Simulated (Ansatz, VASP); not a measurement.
MnSi4C: VASP beside Ansatz

```xyz
6
Lattice="4.3409 0.0000 0.0000 -2.1705 3.7594 0.0000 0.0000 0.0000 4.7863" Properties=species:S:1:pos:R:3 pbc="T T T"
Mn    0.0000    0.0000    2.3931
Si    0.0000    2.5062    3.6097
Si    0.0000    2.5062    1.1766
Si    2.1705    1.2531    3.6097
Si    2.1705    1.2531    1.1766
C     0.0000    0.0000    0.0000
```

Change from the starting cell: species swapped into the TaCrB4 type (P6/mmm, No. 191).

Alike in both runs: functional PBE; k mesh 6 × 6 × 4; occupations gaussian, width 0.1 eV; collinear spin.

Ansatz relaxed the structure, and its values are those at the end. VASP's run is a single point on that final structure, the one shown.

```csv
,VASP,Ansatz
version,VASP 6.6.1,Ansatz 0.2.0
potentials or method,"VASP PAW PBE potentials, release 64 (Mn_pv, Si, C), cutoff 520 eV","scalar-relativistic, plane waves, PAW"
valence electrons in the cell,33,35
```

VASP gave:

| Property | Result |
| --- | --- |
| gap on the k mesh at the Fermi level (eV) | none |
| pressure (GPa) | 0.0 |
| rms of the force components (eV/Å) | 0.004 |
| net moment per atom (μB) | 0.44 |
| size of the moment on the site where the two differ most (μB) | 2.73 |

What did Ansatz give for the same quantities?

gap on the k mesh at the Fermi level (eV): none; pressure (GPa): -0.1; rms of the force components (eV/Å): 0.009; net moment per atom (μB): 0.44; size of the moment on the site where the two differ most (μB): 2.64.

Site moments also hang on the region over which each program counts them. A gap of «none» marks a metal or a gap that the smearing closes. With one functional, cell and mesh, what is left measures potentials, basis and numerics. VASP's potentials hold 33 valence electrons a cell and Ansatz's 35, so a difference there can come from the potentials and not from the codes.
